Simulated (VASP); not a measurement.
# Si62As (a cell with a defect) in VASP: single point with LDA

Aim: the single point of Si62As (a cell with a defect) with LDA.

All numbers are computed with VASP 6.6.1; they aren't measurements. Logs are shortened: lines on timing, memory, paths and dates and some standing lists are left out, and cuts for length are marked.

## Step 1: The cell of the first run

The cell holds a defect, 63 atoms: a = 10.860 Å, b = 10.860 Å, c = 10.860 Å, α = 90.00°, β = 90.00°, γ = 90.00°.

## Step 2: Single point, LDA

The input, INCAR:

```
PREC = Accurate
ENCUT = 520
EDIFF = 1E-6
ISMEAR = -1
SIGMA = 0.05
LREAL = Auto
LASPH = True
NELM = 60
ALGO = Normal
ISIF = 2
LWAVE = False
LCHARG = True
GGA = CA
LELF = True
LVHAR = True
NBANDS = 164
NELECT = 252.0
```

The input, KPOINTS:

```
Automatic mesh
0
Gamma
  1 1 1
```

The input, POSCAR:

```
Si62As
1.0
   10.8600000000      0.0000000000      0.0000000000
    0.0000000000     10.8600000000      0.0000000000
    0.0000000000      0.0000000000     10.8600000000
Si As
62 1
Direct
    0.5008449355     -0.0010418048      0.0027828729
    0.6274985267      0.1176561694      0.1323335175
    0.7491350829      0.2479127072      0.0022100368
    0.8760765193      0.3753868324      0.1242687845
    0.7539021179     -0.0090871087      0.2592360958
    0.8757163904      0.1253294659      0.3754790055
    0.0003191529      0.0018733886     -0.0006260589
    0.1269420810      0.1241360958      0.1259447514
    0.2496270718      0.2502478821     -0.0001627993
    0.3760955801      0.3724235727      0.1262743094
    0.4977584715      0.4994689687     -0.0001846225
    0.6250860958      0.6251178637      0.1251433702
    0.7498749540      0.7500755064     -0.0003562615
    0.8756149171      0.8744497238      0.1249161142
    0.2517785451     -0.0008615101      0.2509122468
    0.3796260589      0.1197824125      0.3775437385
    0.5008862799      0.2470680479      0.2511460405
    0.6245674033      0.3744965009      0.3747425414
    0.7484728361      0.5005421731      0.2494476059
    0.8672650092      0.6326451197      0.3708063536
    0.5060430939     -0.0063307551      0.5032684162
    0.6250263352      0.1250439227      0.6252081031
    0.7498523020      0.2503146409      0.5000122468
    0.8734869245      0.3777144567      0.6237846225
    0.7485707182      0.0009302947      0.7496742173
    0.8761922652      0.1258069982      0.8749370166
   -0.0016325967      0.5015226519     -0.0028540516
    0.1248871087      0.6230645488      0.1242489871
    0.2494712707      0.7501864641     -0.0003193370
    0.3788364641      0.8725568140      0.1294039595
    0.0003438306      0.2508308471      0.2479999079
    0.1237413444      0.3762063536      0.3755033149
    0.2498237569      0.4994469613      0.2484498158
    0.3750099448      0.6252052486      0.3757804788
    0.5048599448      0.7468923573      0.2552813996
   -0.0001955801      0.0012197053      0.4992271639
    0.1250508287      0.1258337017      0.6269872928
    0.2501679558      0.2497454880      0.4997578269
    0.3739848066      0.3755444751      0.6265311234
    0.4996383057      0.5005133517      0.4989300184
    0.6208523941      0.6294114180      0.6205978821
    0.8662587477      0.8795940147      0.6163438306
    0.2497845304      0.0015394107      0.7506054328
    0.3760277164      0.1238857274      0.8775579190
    0.4976544199      0.2504286372      0.7505951197
    0.6248836096      0.3743168508      0.8757755985
    0.7467942910      0.5038926335      0.7460595764
    0.8734000000      0.6263798343      0.8720800184
   -0.0002910681      0.7507896869      0.2491700737
    0.1248234807      0.8752732965      0.3748714549
   -0.0066507366      0.5060755064      0.4969465930
    0.1211798343      0.6264536832      0.6236117864
    0.2489498158      0.7499439227      0.5001683241
    0.3750553407      0.8742089319      0.6250355433
   -0.0015145488      0.2527964088      0.7486979742
    0.1247718232      0.3750968692      0.8750217311
    0.2466269797      0.5016801105      0.7484132597
    0.3739804788      0.6233933702      0.8746189687
    0.4996360958      0.7509839779      0.7496226519
    0.6246222836      0.8753454880      0.8754437385
   -0.0074185083      0.7531975138      0.7430954880
    0.1230686924      0.8744418048      0.8732133517
    0.6901817680      0.8147852670      0.4366694291
```

Potentials or basis: VASP PAW LDA potentials, release 64 (Si, As).

Command:

```
$ cat potpaw_LDA.64/Si/POTCAR potpaw_LDA.64/As/POTCAR > POTCAR
$ mpirun -np 1 vasp_gam > vasp.out
```

OUTCAR:

```text
PREC = Accurate
   ENCUT = 520
   EDIFF = 1E-6
   ISMEAR = -1
   LREAL = Auto
   LASPH = True
   NELM = 60
   ISIF = 2
   GGA = CA
   NELECT = 252.0

 ion  position               nearest neighbor table
   1  0.501  0.999  0.003-  60 2.35  44 2.35  30 2.35   2 2.35
   2  0.627  0.118  0.132-  17 2.35   1 2.35   5 2.38   3 2.40
   3  0.749  0.248  0.002-  26 2.36   4 2.36  46 2.36   2 2.40
   4  0.876  0.375  0.124-  31 2.34  27 2.36   3 2.36  19 2.37
   5  0.754  0.991  0.259-   6 2.34  14 2.34   2 2.38  63 2.80
   6  0.876  0.125  0.375-  36 2.33   5 2.34  23 2.35  31 2.37
[... 54 lines left out ...]
  61  0.993  0.753  0.743-  52 2.35  48 2.35  42 2.38  62 2.40
  62  0.123  0.874  0.873-   7 2.36  43 2.36  29 2.36  61 2.40
  63  0.690  0.815  0.437-   5 2.80  42 2.82  20 2.85  21 2.88  35 2.91  41 2.93

  LATTYP: Found a simple cubic cell.
 ALAT       =    10.8600000000

  Lattice vectors:

 A1 = (  10.8600000000,   0.0000000000,   0.0000000000)
 A2 = (   0.0000000000,  10.8600000000,   0.0000000000)
 A3 = (   0.0000000000,   0.0000000000,  10.8600000000)

Analysis of symmetry for initial positions (statically):
=====================================================================
 Subroutine PRICEL returns:
 Original cell was already a primitive cell.

 Routine SETGRP: Setting up the symmetry group for a
 simple cubic supercell.

 Subroutine GETGRP returns: Found  1 space group operations
 (whereof  1 operations were pure point group operations)
 out of a pool of 48 trial point group operations.

The static configuration has the point symmetry C_1 .

Analysis of symmetry for dynamics (positions and initial velocities):
=====================================================================
 Subroutine PRICEL returns:
 Original cell was already a primitive cell.

 Routine SETGRP: Setting up the symmetry group for a
 simple cubic supercell.

 Subroutine GETGRP returns: Found  1 space group operations
 (whereof  1 operations were pure point group operations)
 out of a pool of 48 trial point group operations.

The dynamic configuration has the point symmetry C_1 .

 Subroutine INISYM returns: Found  1 space group operations
 (whereof  1 operations are pure point group operations),
 and found     1 'primitive' translations

----------------------------------------------------------------------------------------

                                     Primitive cell

  volume of cell :    1280.8241

  direct lattice vectors                    reciprocal lattice vectors
    10.860000000  0.000000000  0.000000000     0.092081031  0.000000000  0.000000000
     0.000000000 10.860000000  0.000000000     0.000000000  0.092081031  0.000000000
     0.000000000  0.000000000 10.860000000     0.000000000  0.000000000  0.092081031

  length of vectors
    10.860000000 10.860000000 10.860000000     0.092081031  0.092081031  0.092081031

  position of ions in fractional coordinates (direct lattice)
     0.500844935  0.998958195  0.002782873
     0.627498527  0.117656169  0.132333518
     0.749135083  0.247912707  0.002210037
     0.876076519  0.375386832  0.124268785
     0.753902118  0.990912891  0.259236096
     0.875716390  0.125329466  0.375479005
[... 55 lines left out ...]
     0.123068692  0.874441805  0.873213352
     0.690181768  0.814785267  0.436669429

  ion indices of the primitive-cell ions
   primitive index   ion index
                 1           1
                 2           2
                 3           3
                 4           4
                 5           5
                 6           6
[... 55 lines left out ...]
                62          62
                63          63

----------------------------------------------------------------------------------------

 KPOINTS: Automatic mesh

Automatic generation of k-mesh.
 Grid dimensions read from file:
 generate k-points for:    1    1    1

 Generating k-lattice:

  Cartesian coordinates                     Fractional coordinates (reciprocal lattice)
     0.092081031  0.000000000  0.000000000     1.000000000  0.000000000  0.000000000
     0.000000000  0.092081031  0.000000000     0.000000000  1.000000000  0.000000000
     0.000000000  0.000000000  0.092081031     0.000000000  0.000000000  1.000000000

  Length of vectors
     0.092081031  0.092081031  0.092081031

  Shift w.r.t. Gamma in fractional coordinates (k-lattice)
     0.000000000  0.000000000  0.000000000

 Subroutine IBZKPT returns following result:
 ===========================================

 Found      1 irreducible k-points:

 Following reciprocal coordinates:
            Coordinates               Weight
  0.000000  0.000000  0.000000      1.000000
   k-points           NKPTS =      1   k-points in BZ     NKDIM =      1   number of bands    NBANDS=    164
   number of dos      NEDOS =    301   number of ions     NIONS =     63
   total plane-waves  NPLWV = 592704
   dimension x,y,z NGX =    84 NGY =   84 NGZ =   84
   dimension x,y,z NGXF=   168 NGYF=  168 NGZF=  168
   ions per type =              62   1
   NGX,Y,Z   is equivalent  to a cutoff of  12.86, 12.86, 12.86 a.u.
   NGXF,Y,Z  is equivalent  to a cutoff of  25.72, 25.72, 25.72 a.u.
 SYSTEM =  unknown system
   PREC   = accura    normal or accurate (medium, high low for compatibility)
   ISTART =      0    job   : 0-new  1-cont  2-samecut
   ICHARG =      2    charge: 1-file 2-atom 10-const
   ISPIN  =      1    spin polarized calculation?
   LNONCOLLINEAR =      F non collinear calculations
   LSORBIT =      F    spin-orbit coupling
   LASPH  =      T    aspherical Exc in radial PAW
   ENCUT  =  520.0 eV  38.22 Ry    6.18 a.u.  20.19 20.19 20.19*2*pi/ulx,y,z
   NELM   =     60;   NELMIN=  2; NELMDL= -5     # of ELM steps
   EDIFF  = 0.1E-05   stopping-criterion for ELM
   LREAL  =      T    real-space projection
   EDIFFG = 0.1E-04   stopping-criterion for IOM
   NSW    =      0    number of steps for IOM
   IBRION =     -1    ionic relax: 0-MD 1-quasi-New 2-CG
   NFREE  =      0    steps in history (QN), initial steepest desc. (CG)
   ISIF   =      2    stress and relaxation
   ISYM   =      2    0-nonsym 1-usesym 2-fastsym
   POTIM  = 0.5000    time-step for ionic-motion
   TEBEG  =    0.0;   TEEND  =   0.0 temperature during run
   PSTRESS=    0.0 pullay stress
   NELECT =     252.0000    total number of electrons
   NUPDOWN=      -1.0000    fix difference up-down
   EMIN   =  10.00;   EMAX   =-10.00  energy-range for DOS
   EFERMI =   0.00;   METHOD = LEGACY
   ISMEAR =    -1;   SIGMA  =   0.05  broadening in eV -4-tet -1-fermi 0-gaus
   EFERMI_NEDOS =   21; number of points for ismear=-14 and -15
   IALGO  =     38    algorithm
   IMIX   =      4    mixing-type and parameters
     AMIX     =   0.40;   BMIX     =  1.00
     AMIX_MAG =   1.60;   BMIX_MAG =  1.00
  volume/ion in A,a.u.               =      20.33       137.20
  Fermi-wavevector in a.u.,A,eV,Ry     =   0.952164  1.799329 12.335269  0.906617
  Thomas-Fermi vector in A             =   2.080702
   LORBIT       =      0    0 simple, 1 ext, 2 COOP (PROOUT), +10 PAW based schemes
   GGA     = CA    functional components
   LHFCALC =     F    Hartree Fock is set to
   AEXX    =    0.0000 exact exchange contribution
   IVDW    =     0    specifies the selected vdW correction
   LEPSILON=     F    determine dielectric tensor
   LRPA    =     F    only Hartree local field effects (RPA)
 non-spin polarized calculation
  energy-cutoff  :      520.00
  volume of cell :     1280.82
 maximum number of plane-waves:     17229
 NGX is ok and might be reduce to    84
   NGX = 41   NGY = 41   NGZ = 41

 number of electron     251.9999988 magnetization

 Free energy of the ion-electron system (eV)
  ---------------------------------------------------
  ext. energy  EPLUGINS =         0.00000000
  ---------------------------------------------------
  free energy    TOTEN  =      -370.99847450 eV

  energy without entropy =     -370.96274692  energy(sigma->0) =     -370.98061071

 E-fermi :   5.9349     XC(G=0):  -9.5449

 val. band max:        5.7699750641   @ k =   0.0000   0.0000   0.0000
 cond. band min:       6.1468816314   @ k =   0.0000   0.0000   0.0000
 fundamental gap:      0.3769065673
 Fermi energy:         5.9348790909

 k-point     1 :       0.0000    0.0000    0.0000
  band No.  band energies     occupation
      1      -6.2902      2.00000
      2      -5.4519      2.00000
      3      -5.2122      2.00000
      4      -5.2113      2.00000
      5      -5.1850      2.00000
      6      -5.1847      2.00000
[... 130 lines left out ...]
    137       6.7566      0.00000
    138       6.7808      0.00000
 [bands above 138 left out]

------------------------ aborting loop because EDIFF is reached ----------------------------------------

  FORCE on cell =-STRESS in cart. coord.  units (eV):
  Direction    XX          YY          ZZ          XY          YZ          ZX
  --------------------------------------------------------------------------------------
  -------------------------------------------------------------------------------------
  Total      -23.7515206    -23.7445865    -23.7665619      0.5041365      0.3693233     -0.4609831
  in kB      -29.7106754    -29.7020016    -29.7294906      0.6306221      0.4619850     -0.5766418
  external PRESSURE =     -29.7140559 kB  Pullay stress =       0.0000000 kB

 VOLUME and BASIS-vectors are now :
 -----------------------------------------------------------------------------
  energy-cutoff  :      520.00
  volume of cell :     1280.82
      direct lattice vectors                 reciprocal lattice vectors
    10.860000000  0.000000000  0.000000000     0.092081031  0.000000000  0.000000000
     0.000000000 10.860000000  0.000000000     0.000000000  0.092081031  0.000000000
     0.000000000  0.000000000 10.860000000     0.000000000  0.000000000  0.092081031

 POSITION                                       TOTAL-FORCE (eV/Angst)
 -----------------------------------------------------------------------------------
      5.43918     10.84869      0.03022         0.004251     -0.002704      0.004805
      6.81463      1.27775      1.43714        -0.001668     -0.003811      0.004366
      8.13561      2.69233      0.02400        -0.002765     -0.002898      0.001765
      9.51419      4.07670      1.34956        -0.004291     -0.001258     -0.002806
      8.18738     10.76131      2.81530        -0.006970      0.013940     -0.013777
      9.51028      1.36108      4.07770         0.001073     -0.001452      0.011730
[... 55 lines left out ...]
      1.33653      9.49644      9.48310        -0.006773      0.002767     -0.004038
      7.49537      8.84857      4.74223        -0.000421      0.006208     -0.004775
 -----------------------------------------------------------------------------------
    total drift:                               -0.011093     -0.000300     -0.013957

  FREE ENERGIE OF THE ION-ELECTRON SYSTEM (eV)
  ---------------------------------------------------
  free  energy   TOTEN  =      -370.9984745000 eV

  energy  without entropy=     -370.9627469194  energy(sigma->0) =     -370.98061071
```

Run time: 5.6 min. Hardware: 1 thread of Oxide Virtual Turin-like, shared host; peak memory 0.68 GiB.

Results:

| Quantity | Value |
| --- | --- |
| Free energy | -370.9985 eV |
| Largest force | 0.021 eV/Å |

Forces in eV/Å, atoms in the order of the input:
```
Si   0.004 -0.003  0.005
Si  -0.002 -0.004  0.004
Si  -0.003 -0.003  0.002
Si  -0.004 -0.001 -0.003
Si  -0.007  0.014 -0.014
Si   0.001 -0.001  0.012
Si  -0.003 -0.006  0.001
Si   0.000 -0.002  0.002
Si   0.005 -0.007  0.008
Si  -0.001  0.002 -0.002
Si   0.013  0.005  0.005
Si   0.002 -0.008 -0.004
Si  -0.005  0.006 -0.013
Si  -0.001 -0.008  0.001
Si   0.004 -0.003  0.004
Si   0.001  0.001 -0.006
Si   0.004 -0.004  0.003
Si   0.005 -0.005  0.002
Si  -0.002 -0.003 -0.005
Si   0.000 -0.001  0.011
Si   0.002  0.000 -0.002
Si   0.004  0.001  0.004
Si  -0.005  0.014 -0.004
Si  -0.003  0.000 -0.003
Si  -0.005  0.003  0.003
Si  -0.001  0.002  0.003
Si   0.000  0.001  0.002
Si  -0.001  0.004  0.005
Si  -0.001  0.000  0.005
Si   0.000  0.008 -0.001
Si  -0.005 -0.001  0.004
Si  -0.008  0.004 -0.004
Si   0.004  0.002  0.014
Si  -0.002 -0.008  0.001
Si   0.005  0.000  0.003
Si   0.000  0.002 -0.009
Si   0.001 -0.003 -0.001
Si   0.003 -0.009 -0.003
Si   0.000  0.001 -0.009
Si  -0.009 -0.005  0.000
Si   0.009  0.012 -0.011
Si   0.002 -0.015  0.004
Si   0.003 -0.012  0.000
Si   0.000  0.001 -0.002
Si   0.011 -0.004 -0.005
Si  -0.008  0.004 -0.005
Si   0.009 -0.001  0.002
Si  -0.002  0.003  0.001
Si   0.000  0.008 -0.004
Si   0.010 -0.005  0.004
Si   0.001  0.002  0.007
Si   0.002  0.001 -0.001
Si  -0.008  0.005 -0.003
Si  -0.002 -0.002  0.005
Si  -0.002 -0.001 -0.002
Si  -0.008  0.009 -0.010
Si   0.003 -0.001  0.001
Si   0.002  0.009 -0.002
Si  -0.010  0.002  0.005
Si   0.005 -0.002  0.006
Si  -0.001 -0.004 -0.002
Si  -0.007  0.003 -0.004
As   0.000  0.006 -0.005
```

Levels at points of the mesh, in eV from the Fermi level:
```csv
k point,band 123,band 124,band 125,band 126,band 127,band 128,band 129,band 130
"(0.00, 0.00, 0.00)",-0.77,-0.75,-0.75,-0.16,0.21,0.22,0.27,0.28
```

Caveat: the k points lie up to 0.58 Å⁻¹ apart; the cell carries a net charge on a neutralising background, which shifts energy and pressure; the cell is charged against a uniform background, so pressure and absolute levels hang on convention.
